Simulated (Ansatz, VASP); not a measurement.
# Two plane-wave programs on Sr4Yb

```
CELL_PARAMETERS angstrom
7.96337 0.00000 0.00000
0.00000 7.96337 0.00000
0.00000 0.00000 3.99046
ATOMIC_POSITIONS crystal
Sr 0.63130 0.20603 0.19085
Sr 0.36870 0.79397 0.19085
Sr 0.20603 0.36870 0.80915
Sr 0.79397 0.63130 0.80915
Yb 0.00000 0.00000 0.50000
```

Alike in both runs: functional PBE; k mesh 3 × 3 × 4; occupations gaussian, width 0.2 eV; no spin polarisation.

Ansatz relaxed the structure, and its values are those at the end. VASP's run is a single point on that final structure, the one shown.

|  | VASP | Ansatz |
| --- | --- | --- |
| version | VASP 6.6.1 | Ansatz 0.2.0 |
| potentials or method | VASP PAW PBE potentials, release 64 (Sr_sv, Yb), cutoff 520 eV | scalar-relativistic, plane waves, PAW |
| valence electrons in the cell | 64 | 64 |

|  | VASP | Ansatz | Ansatz less VASP |
| --- | --- | --- | --- |
| gap on the k mesh at the Fermi level (eV) | none | none | - |
| pressure (GPa) | 0.4 | 0.5 | +0.11 |
| rms of the force components (eV/Å) | 0.011 | 0.014 | +0.0023 |

A gap of «none» marks a metal or a gap that the smearing closes. The functional is the same, so the differences come from potentials, cutoffs and numerics.

The k mesh is coarse, so the values compare programs but aren't converged. Spin-orbit coupling is off throughout.
